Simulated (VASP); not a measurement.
**KCaCl3: single point with LDA**

Crystal: KCaCl3.

```
K Ca Cl
1.0
     5.69377    0.00000    0.00000
     0.00000    5.69377    0.00000
     0.00000    0.00000    4.83970
K Ca Cl
1 1 3
Direct
  0.00000 0.00000 0.00000
  0.50000 0.50000 0.50000
  0.00000 0.50000 0.50000
  0.50000 0.00000 0.50000
  0.50000 0.50000 0.00000
```

This cell differs from its parent crystal: ratio of the length along z to the lengths across it x 0.85, volume and fractional coordinates fixed.

- Program: VASP 6.6.1
- Task: single point
- Functional: LDA
- Potentials or basis: VASP PAW LDA potentials, release 64 (K_sv, Ca_sv, Cl)
- Cutoff: 520 eV
- k mesh: 6 × 6 × 6
- Occupations: gaussian, width 0.05 eV
- Spin: no spin polarisation

```yaml
Pressure: -1.1 GPa
Band_gap_on_the_k_mesh: 4.27 eV (least direct gap 4.43 eV)
```

Stress tensor (GPa, compression positive):
```
-4.35  0.00  0.00
 0.00 -4.35  0.00
 0.00  0.00  5.40
```

Levels at points of the mesh, in eV from the valence-band top:
| k point | band 16 | band 17 | band 18 | band 19 | band 20 | band 21 | band 22 | band 23 | band 24 | band 25 |
| --- | --- | --- | --- | --- | --- | --- | --- | --- | --- | --- |
| (0.00, 0.00, 0.00) | -0.54 | -0.29 | -0.24 | -0.24 | -0.16 | 4.27 | 5.41 | 5.42 | 5.42 | 6.57 |
| (0.50, 0.00, 0.00) | -0.72 | -0.66 | -0.52 | -0.33 | -0.23 | 5.51 | 5.94 | 6.07 | 6.16 | 6.33 |
| (0.50, 0.50, 0.00) | -1.10 | -1.06 | -0.55 | -0.55 | -0.09 | 6.19 | 6.19 | 6.67 | 7.38 | 7.44 |
| (0.00, 0.00, 0.50) | -1.24 | -0.96 | -0.61 | -0.37 | -0.37 | 5.77 | 5.93 | 6.72 | 6.84 | 7.24 |
| (0.50, 0.00, 0.50) | -0.99 | -0.74 | -0.71 | -0.69 | -0.02 | 6.51 | 6.63 | 7.05 | 7.27 | 7.60 |
| (0.50, 0.50, 0.50) | -1.30 | -1.07 | -0.06 | 0.00 | 0.00 | 6.02 | 7.00 | 7.04 | 7.04 | 7.17 |

Wall time 77 s on 1 thread of Intel(R) Xeon(R) 6975P-C (Granite Rapids) (shared host), peak memory 0.3 GiB.

 A k mesh can miss the band edges.
